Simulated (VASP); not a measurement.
A run of VASP 6.6.1:

File INCAR:

```
PREC = Accurate ; ENCUT = 520
EDIFF = 1E-7 ; ISMEAR = -1
SIGMA = 0.02 ; LREAL = Auto
LASPH = T ; NELM = 80
ALGO = Normal ; ISIF = 2
LWAVE = F ; LCHARG = F
GGA = PE ; NBANDS = 88
NELECT = 138.0
```

Contents of KPOINTS:

```
regular mesh
0
Gamma
  1 1 2
```

Contents of POSCAR:

```
CuSi8O16
1.0
   -4.7460000000     -4.7460000000      0.0000000000
    4.7460000000     -4.7460000000      0.0000000000
    0.0000000000      0.0000000000      6.4450000000
Si O Cu
8 16 1
Direct
    0.1658765276      0.4984513274      0.0082854926
   -0.0032869785      0.1863885377      0.3045616757
    0.8368099452      0.5596923725      0.5209154383
    0.0403286979      0.8601769912      0.7644220326
    0.6943215339      0.0180257059     -0.0047788984
    0.5107774968      0.7005162242      0.2467028704
    0.3710282343      0.0383691530      0.5207602793
    0.5415086389      0.3614622840      0.7890612878
    0.3313421829      0.5412031184      0.2041427463
    0.9501896334      0.3380741677      0.5064546160
    0.6901706700      0.5425094817      0.7222032583
    0.0196059840      0.7135377160      0.9501008534
    1.0013906448      0.7544669195      0.5207292475
    0.6989254109      0.5694058154      0.3187742436
    0.0014222503      0.3394121365      0.0992086889
    0.3250737463      0.4636957438      0.8288440652
    0.8303308049      0.0244310999      0.2403103181
    0.4797197640      0.8227033291      0.4556400310
    0.2406342183      0.9851769912      0.7314817688
    0.5992520017      0.2305204383      0.9887664856
    0.5372629583      0.2021807838      0.5752676493
    0.2345448799      0.0996523388      0.3189759503
    0.5347977244      0.8416455963      0.0273079907
    0.8736304256      1.0200484619      0.8127695888
    0.2078487147      0.5466814159      0.5582622188
```

Potentials or basis: VASP PAW PBE potentials, release 64 (Si, O, Cu).

Command:

```bash
$ cat potpaw_PBE.64/Si/POTCAR potpaw_PBE.64/O/POTCAR potpaw_PBE.64/Cu/POTCAR > POTCAR
$ mpirun -np 1 vasp_std > vasp.out
```

Hardware: 1 thread of Intel Xeon 8259CL, with other jobs on the host.

Q: Estimate the wall time of this run.

A: Run time: 4.2 min on 1 thread of Intel Xeon 8259CL, with other jobs on the host, peak memory 0.35 GiB. Counts: scf iterations 18, k points 2.
